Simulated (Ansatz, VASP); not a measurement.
Two plane-wave programs on Au

INCAR

```
SYSTEM = Au
ALGO = Normal ; EDIFF = 1E-6
ENCUT = 500 ; GGA = PE
GGA_COMPAT = .FALSE. ; ISIF = 2
ISMEAR = -1 ; LASPH = .TRUE.
LCHARG = .TRUE. ; LELF = .TRUE.
LREAL = .FALSE. ; LVHAR = .TRUE.
LWAVE = .FALSE. ; NBANDS = 12
NELM = 120 ; PREC = Accurate
SIGMA = 0.1
```

File KPOINTS:

```
k-points
0
G
  18 18 18
  0 0 0
```

File POSCAR:

```
Au
1.0
    0.0000000000      2.0332972600      2.0332972600
    2.0332972600      0.0000000000      2.0332972600
    2.0332972600      2.0332972600      0.0000000000
Au
1
Direct
    0.0000000000      0.0000000000      0.0000000000
```

Input for Ansatz:

```yaml
crystal:
  lattice:
    - [0.0, 2.03329726, 2.03329726]
    - [2.03329726, 0.0, 2.03329726]
    - [2.03329726, 2.03329726, 0.0]
  atoms:
    - { symbol: Au, position: [0.0, 0.0, 0.0] }
basis:
  ecutwfc: 420
kpoints:
  mp_grid: { grid: [18, 18, 18] }
  band_path:
    path:
      - [[0.0, 0.0, 0.0], [0.5, 0.0, 0.5], [0.625, 0.25, 0.625]]
      - [[0.375, 0.375, 0.75], [0.0, 0.0, 0.0], [0.5, 0.5, 0.5], [0.5, 0.25, 0.75], [0.5, 0.0, 0.5]]
    npoints: 12
hamiltonian:
  xc: pbe
scf:
  occupations: { method: fermi_dirac, width: 0.1 }
  n_extra_bands: 6
output:
  forces: true
  stress: true
  eigenvalues: true
```

Alike in both runs: task single point; functional PBE; k mesh 18 × 18 × 18; occupations fermi-dirac, width 0.1 eV; no spin polarisation.

```csv
,VASP,Ansatz
version,VASP 6.6.1,Ansatz 0.2.0
potentials or method,"VASP PAW PBE potentials, release 64 (Au), cutoff 500 eV","scalar-relativistic, plane waves, PAW"
valence electrons in the cell,11,19
```

```tsv
	VASP	Ansatz	Ansatz less VASP
gap on the k mesh at the Fermi level (eV)	none	none	-
pressure (GPa)	11.1	11.4	+0.31
```

A gap of «none» marks a metal or a gap that the smearing closes. With one functional, cell and mesh, what is left measures potentials, basis and numerics. VASP's potentials hold 11 valence electrons a cell and Ansatz's 19, so a difference there can come from the potentials and not from the codes.

Spin-orbit coupling is off throughout.
